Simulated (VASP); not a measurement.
# CdOs (Pm-3m) in VASP: a series of runs, part 2 of 2

VASP 6.6.1.

## Step 4: Relaxation of cell and atoms, PBE

This run uses another cell than the first one, of 19.08 Å³/atom, 1.135 times its volume.

Contents of INCAR:

```
SYSTEM = CdOs
PREC = Accurate ; ENCUT = 540
EDIFF = 1E-7 ; ISMEAR = 0
SIGMA = 0.1 ; LREAL = .False.
LASPH = .True. ; NELM = 120
ALGO = Normal ; ISIF = 3
LWAVE = .False. ; LCHARG = .False.
GGA = PE ; IBRION = 2
NSW = 90 ; EDIFFG = -0.04
GGA_COMPAT = .False. ; NELMIN = 4
```

Contents of KPOINTS:

```
regular mesh
0
Gamma
  6 6 6
  0 0 0
```

Contents of POSCAR:

```
CdOs
1.0
    3.3669461387      0.0000000000      0.0000000000
    0.0000000000      3.3669461387      0.0000000000
    0.0000000000      0.0000000000      3.3669461387
Cd Os
1 1
Direct
    0.0000000000      0.0000000000      0.0000000000
    0.5000000000      0.5000000000      0.5000000000
```

Potentials or basis: VASP PAW PBE potentials, release 64 (Cd_sv_GW, Os_sv_GW).

Command:

```console
$ cat potpaw_PBE.64/Cd_sv_GW/POTCAR potpaw_PBE.64/Os_sv_GW/POTCAR > POTCAR
$ mpirun -np 1 vasp_std > vasp.out
```

It took 61 s on 1 thread of Intel Xeon Platinum 8488C (Sapphire Rapids), shared host; peak memory 0.19 GiB.

It converged, with:

| Item | Value |
| --- | --- |
| Free energy | -11.0633 eV |
| Relaxed volume | 16.71 Å³/atom |
| Relaxed cell | a = 3.221 Å, b = 3.221 Å, c = 3.221 Å, α = 90.00°, β = 90.00°, γ = 90.00° |
| Space group after relaxing (to 0.05 Å) | Pm-3m (No. 221) |
| Energy gained by relaxing | 154.6 meV/atom |
| Ionic steps | 4 |
| Pressure after relaxing | -0.3 GPa |
| Band gap on the k mesh | zero (band 18 reaches 10.58 eV, above the bottom of band 19 at 8.84 eV) |

Step by step:
| step | energy change (eV) | largest force (eV/Å) | pressure (GPa) | volume (Å³) |
| --- | --- | --- | --- | --- |
| 1 | 0.0000 | 0.0000 | -18.01 | 38.17 |
| 2 | 0.5621 | 0.0000 | 57.59 | 27.50 |
| 3 | -0.3084 | 0.0000 | -1.26 | 33.59 |
| 4 | -0.3093 | 0.0000 | -0.34 | 33.42 |

Final structure:
```cif
data_structure
_symmetry_space_group_name_H-M 'P 1'
_symmetry_Int_Tables_number 1
_cell_length_a 3.2211
_cell_length_b 3.2211
_cell_length_c 3.2211
_cell_angle_alpha 90.000
_cell_angle_beta 90.000
_cell_angle_gamma 90.000
_cell_volume 33.42
loop_
_atom_site_label
_atom_site_type_symbol
_atom_site_fract_x
_atom_site_fract_y
_atom_site_fract_z
_atom_site_occupancy
Cd1 Cd 0.00000 0.00000 0.00000 1
Os1 Os 0.50000 0.50000 0.50000 1
```

Levels at points of the mesh, in eV from the Fermi level:
```
           k point  band 16  band 17  band 18  band 19  band 20  band 21
(0.00, 0.00, 0.00)    -2.20     0.50     0.50     0.50     6.37     6.37
(0.50, 0.00, 0.00)    -2.68    -1.42    -1.42     0.17     1.67    12.14
(0.50, 0.50, 0.00)    -0.64    -0.64    -0.04    -0.04     1.30     4.25
(0.50, 0.50, 0.50)    -3.71     1.38     1.38     3.48     5.67     5.85
```

Caveat: spin-orbit coupling is left out, which moves the levels of the heavy elements.

## Step 5: Single point, PBE

This run uses another cell than the first one, of 16.78 Å³/atom, 0.998 times its volume.

Contents of INCAR:

```
SYSTEM = CdOs
  ALGO = Normal
  EDIFF = 1E-6
  ENCUT = 540
  GGA = PE
  GGA_COMPAT = .False.
  ISIF = 2
  ISMEAR = 0
  LASPH = .True.
  LCHARG = .False.
  LREAL = .False.
  LWAVE = .False.
  NBANDS = 25
  NELM = 120
  PREC = Accurate
  SIGMA = 0.1
```

Contents of KPOINTS:

```
k-points
0
Gamma
  6 6 6
  0 0 0
```

Contents of POSCAR:

```
CdOs
1.0
    3.2252617520      0.0000000000      0.0000000000
    0.0000000000      3.2252617520      0.0000000000
    0.0000000000      0.0000000000      3.2252617520
Cd Os
1 1
Direct
    0.0000000000      0.0000000000      0.0000000000
    0.5000000000      0.5000000000      0.5000000000
```

Potentials or basis: VASP PAW PBE potentials, release 64 (Cd_sv_GW, Os_sv_GW).

Command:

```console
$ cat potpaw_PBE.64/Cd_sv_GW/POTCAR potpaw_PBE.64/Os_sv_GW/POTCAR > POTCAR
$ mpirun -np 1 vasp_std > vasp.out
```

OUTCAR:

```text
SYSTEM = CdOs
   EDIFF = 1E-6
   ENCUT = 540
   GGA = PE
   ISIF = 2
   ISMEAR = 0
   LASPH = .True.
   LREAL = .False.
   NELM = 120
   PREC = Accurate

 ion  position               nearest neighbor table
   1  0.000  0.000  0.000-   2 2.79   2 2.79   2 2.79   2 2.79   2 2.79   2 2.79   2 2.79   2 2.79

   2  0.500  0.500  0.500-   1 2.79   1 2.79   1 2.79   1 2.79   1 2.79   1 2.79   1 2.79   1 2.79

  LATTYP: Found a simple cubic cell.
 ALAT       =     3.2252617520

  Lattice vectors:

 A1 = (   3.2252617520,   0.0000000000,   0.0000000000)
 A2 = (   0.0000000000,   3.2252617520,   0.0000000000)
 A3 = (   0.0000000000,   0.0000000000,   3.2252617520)

Analysis of symmetry for initial positions (statically):
=====================================================================
 Subroutine PRICEL returns:
 Original cell was already a primitive cell.

 Routine SETGRP: Setting up the symmetry group for a
 simple cubic supercell.

 Subroutine GETGRP returns: Found 48 space group operations
 (whereof 48 operations were pure point group operations)
 out of a pool of 48 trial point group operations.

The static configuration has the point symmetry O_h .

Analysis of symmetry for dynamics (positions and initial velocities):
=====================================================================
 Subroutine PRICEL returns:
 Original cell was already a primitive cell.

 Routine SETGRP: Setting up the symmetry group for a
 simple cubic supercell.

 Subroutine GETGRP returns: Found 48 space group operations
 (whereof 48 operations were pure point group operations)
 out of a pool of 48 trial point group operations.

The dynamic configuration has the point symmetry O_h .

 Subroutine INISYM returns: Found 48 space group operations
 (whereof 48 operations are pure point group operations),
 and found     1 'primitive' translations

----------------------------------------------------------------------------------------

                                     Primitive cell

  volume of cell :      33.5502

  direct lattice vectors                    reciprocal lattice vectors
     3.225261752  0.000000000  0.000000000     0.310052354  0.000000000  0.000000000
     0.000000000  3.225261752  0.000000000     0.000000000  0.310052354  0.000000000
     0.000000000  0.000000000  3.225261752     0.000000000  0.000000000  0.310052354

  length of vectors
     3.225261752  3.225261752  3.225261752     0.310052354  0.310052354  0.310052354

  position of ions in fractional coordinates (direct lattice)
     0.000000000  0.000000000  0.000000000
     0.500000000  0.500000000  0.500000000

  ion indices of the primitive-cell ions
   primitive index   ion index
                 1           1
                 2           2

----------------------------------------------------------------------------------------

 KPOINTS: k-points

Automatic generation of k-mesh.
 Grid dimensions read from file:
 generate k-points for:    6    6    6

 Generating k-lattice:

  Cartesian coordinates                     Fractional coordinates (reciprocal lattice)
     0.051675392  0.000000000  0.000000000     0.166666667  0.000000000  0.000000000
     0.000000000  0.051675392  0.000000000     0.000000000  0.166666667  0.000000000
     0.000000000  0.000000000  0.051675392     0.000000000  0.000000000  0.166666667

  Length of vectors
     0.051675392  0.051675392  0.051675392

  Shift w.r.t. Gamma in fractional coordinates (k-lattice)
     0.000000000  0.000000000  0.000000000

 Subroutine IBZKPT returns following result:
 ===========================================

 Found     20 irreducible k-points:

 Following reciprocal coordinates:
            Coordinates               Weight
  0.000000  0.000000  0.000000      1.000000
  0.166667  0.000000  0.000000      6.000000
  0.333333  0.000000  0.000000      6.000000
  0.500000  0.000000  0.000000      3.000000
  0.166667  0.166667  0.000000     12.000000
  0.333333  0.166667  0.000000     24.000000
[... 12 lines left out ...]
  0.500000  0.500000  0.333333      6.000000
  0.500000  0.500000  0.500000      1.000000
   k-points           NKPTS =     20   k-points in BZ     NKDIM =     20   number of bands    NBANDS=     25
   number of dos      NEDOS =    301   number of ions     NIONS =      2
   total plane-waves  NPLWV =  13824
   dimension x,y,z NGX =    24 NGY =   24 NGZ =   24
   dimension x,y,z NGXF=    48 NGYF=   48 NGZF=   48
   ions per type =               1   1
   NGX,Y,Z   is equivalent  to a cutoff of  12.37, 12.37, 12.37 a.u.
   NGXF,Y,Z  is equivalent  to a cutoff of  24.74, 24.74, 24.74 a.u.
 SYSTEM =  CdOs
   PREC   = accura    normal or accurate (medium, high low for compatibility)
   ISTART =      0    job   : 0-new  1-cont  2-samecut
   ICHARG =      2    charge: 1-file 2-atom 10-const
   ISPIN  =      1    spin polarized calculation?
   LNONCOLLINEAR =      F non collinear calculations
   LSORBIT =      F    spin-orbit coupling
   LASPH  =      T    aspherical Exc in radial PAW
   ENCUT  =  540.0 eV  39.69 Ry    6.30 a.u.   6.11  6.11  6.11*2*pi/ulx,y,z
   NELM   =    120;   NELMIN=  2; NELMDL= -5     # of ELM steps
   EDIFF  = 0.1E-05   stopping-criterion for ELM
   LREAL  =      F    real-space projection
[... 7 lines left out ...]
   TEBEG  =    0.0;   TEEND  =   0.0 temperature during run
   PSTRESS=    0.0 pullay stress
   NELECT =      36.0000    total number of electrons
   NUPDOWN=      -1.0000    fix difference up-down
   EMIN   =  10.00;   EMAX   =-10.00  energy-range for DOS
   EFERMI =   0.00;   METHOD = LEGACY
   ISMEAR =     0;   SIGMA  =   0.10  broadening in eV -4-tet -1-fermi 0-gaus
   EFERMI_NEDOS =   21; number of points for ismear=-14 and -15
   IALGO  =     38    algorithm
   IMIX   =      4    mixing-type and parameters
     AMIX     =   0.40;   BMIX     =  1.00
     AMIX_MAG =   1.60;   BMIX_MAG =  1.00
  volume/ion in A,a.u.               =      16.78       113.20
  Fermi-wavevector in a.u.,A,eV,Ry     =   1.676013  3.167205 38.219028  2.809019
  Thomas-Fermi vector in A             =   2.760531
   LORBIT       =      0    0 simple, 1 ext, 2 COOP (PROOUT), +10 PAW based schemes
   GGA     = PE    functional components
   LHFCALC =     F    Hartree Fock is set to
   AEXX    =    0.0000 exact exchange contribution
   IVDW    =     0    specifies the selected vdW correction
   LEPSILON=     F    determine dielectric tensor
   LRPA    =     F    only Hartree local field effects (RPA)
 non-spin polarized calculation
 Gauss-broadening in eV      SIGMA  =   0.10
  energy-cutoff  :      540.00
  volume of cell :       33.55
 maximum number of plane-waves:       976
   NGX = 13   NGY = 13   NGZ = 13

 number of electron      36.0000002 magnetization

 Free energy of the ion-electron system (eV)
  ---------------------------------------------------
  ext. energy  EPLUGINS =         0.00000000
  ---------------------------------------------------
  free energy    TOTEN  =       -11.01496092 eV

  energy without entropy =      -10.99477461  energy(sigma->0) =      -11.00486777

 E-fermi :   9.1429     XC(G=0): -13.1226

 val. band max:        9.1200928699   @ k =   0.5000   0.1667   0.1667
 cond. band min:       9.1459619668   @ k =   0.5000   0.3333   0.0000
 fundamental gap:      0.0258690969
 Fermi energy:         9.1428837405

 k-point     1 :       0.0000    0.0000    0.0000
  band No.  band energies     occupation
      1     -93.0186      2.00000
      2     -76.3094      2.00000
      3     -54.0569      2.00000
      4     -54.0569      2.00000
      5     -54.0569      2.00000
      6     -35.6695      2.00000
[... 17 lines left out ...]
     24      24.2472      0.00000
     25      24.2472      0.00000

 k-point     2 :       0.1667    0.0000    0.0000
  band No.  band energies     occupation
      1     -93.0185      2.00000
      2     -76.3088      2.00000
      3     -54.0602      2.00000
      4     -54.0566      2.00000
      5     -54.0566      2.00000
      6     -35.6927      2.00000
[... 17 lines left out ...]
     24      22.9618      0.00000
     25      25.8408      0.00000
[... 474 lines left out ...]
     24      18.6757      0.00000
     25      19.6298      0.00000

 k-point    20 :       0.5000    0.5000    0.5000
  band No.  band energies     occupation
      1     -93.0170      2.00000
      2     -76.3020      2.00000
      3     -54.0681      2.00000
      4     -54.0681      2.00000
      5     -54.0681      2.00000
      6     -35.7441      2.00000
[... 17 lines left out ...]
     24      18.2148      0.00000
     25      18.2148      0.00000

------------------------ aborting loop because EDIFF is reached ----------------------------------------

  FORCE on cell =-STRESS in cart. coord.  units (eV):
  Direction    XX          YY          ZZ          XY          YZ          ZX
  --------------------------------------------------------------------------------------
  -------------------------------------------------------------------------------------
  Total       -0.4827059     -0.4827059     -0.4827059     -0.0000000     -0.0000000      0.0000000
  in kB      -23.0514530    -23.0514530    -23.0514530     -0.0000000     -0.0000000      0.0000000
  external PRESSURE =     -23.0514530 kB  Pullay stress =       0.0000000 kB

 VOLUME and BASIS-vectors are now :
 -----------------------------------------------------------------------------
  energy-cutoff  :      540.00
  volume of cell :       33.55
      direct lattice vectors                 reciprocal lattice vectors
     3.225261752  0.000000000  0.000000000     0.310052354  0.000000000  0.000000000
     0.000000000  3.225261752  0.000000000     0.000000000  0.310052354  0.000000000
     0.000000000  0.000000000  3.225261752     0.000000000  0.000000000  0.310052354

 POSITION                                       TOTAL-FORCE (eV/Angst)
 -----------------------------------------------------------------------------------
      0.00000      0.00000      0.00000         0.000000      0.000000      0.000000
      1.61263      1.61263      1.61263         0.000000      0.000000      0.000000
 -----------------------------------------------------------------------------------
    total drift:                                0.000000      0.000000     -0.000000

  FREE ENERGIE OF THE ION-ELECTRON SYSTEM (eV)
  ---------------------------------------------------
  free  energy   TOTEN  =       -11.0149609171 eV

  energy  without entropy=      -10.9947746144  energy(sigma->0) =      -11.00486777
```

stdout:

```text
POSCAR found type information on POSCAR CdOs
 POSCAR found :  2 types and       2 ions
 scaLAPACK will be used
 LDA part: xc-table for (Slater+PW92), standard interpolation
 POSCAR, INCAR and KPOINTS ok, starting setup
 FFT: planning ... GRIDC
 FFT: planning ... GRID_SOFT
 FFT: planning ... GRID
 WAVECAR not read
 entering main loop
```

Wall time 10 s (1 thread of Intel Xeon Platinum 8488C (Sapphire Rapids), shared host); peak memory 0.15 GiB.

What came out:

| Property | Result |
| --- | --- |
| Free energy | -11.0150 eV |
| Pressure | -2.3 GPa |
| Band gap on the k mesh | zero (band 18 reaches 10.52 eV, above the bottom of band 19 at 8.79 eV) |

Caveat: spin-orbit coupling is left out, which moves the levels of the heavy elements.

## Step 6: Overview

```tsv
task	potentials or basis	cell	k mesh	cutoff (eV)	second run	gap on the mesh (eV)	pressure (GPa)	relaxed volume (Å³/atom)
single point	VASP PAW PBE potentials, release 64 (Cd, Os)	a = 3.228 Å, 2 atoms	18 × 18 × 18	520	-	none	1.2	-
relaxation of cell and atoms	VASP PAW PBE potentials, release 64 (Cd, Os)	relaxed from a = 3.225 Å, 2 atoms	18 × 18 × 18	600	-	none	0.0	16.92
relaxation of cell and atoms	VASP PAW PBE potentials, release 64 (Cd_sv_GW, Os_sv_GW)	relaxed from a = 3.367 Å, 2 atoms	6 × 6 × 6	540	valence_matched	none	-0.3	16.71
single point	VASP PAW PBE potentials, release 64 (Cd_sv_GW, Os_sv_GW)	a = 3.225 Å, 2 atoms	6 × 6 × 6	540	valence_matched	none	-2.3	-
```

Alike in all rows: level PBE; no spin polarisation; smearing gaussian 0.1 eV.

Caveats: spin-orbit coupling is left out, which moves the levels of the heavy elements.

Total energies depend on the potentials used, so only differences within one code and one set of settings carry meaning.
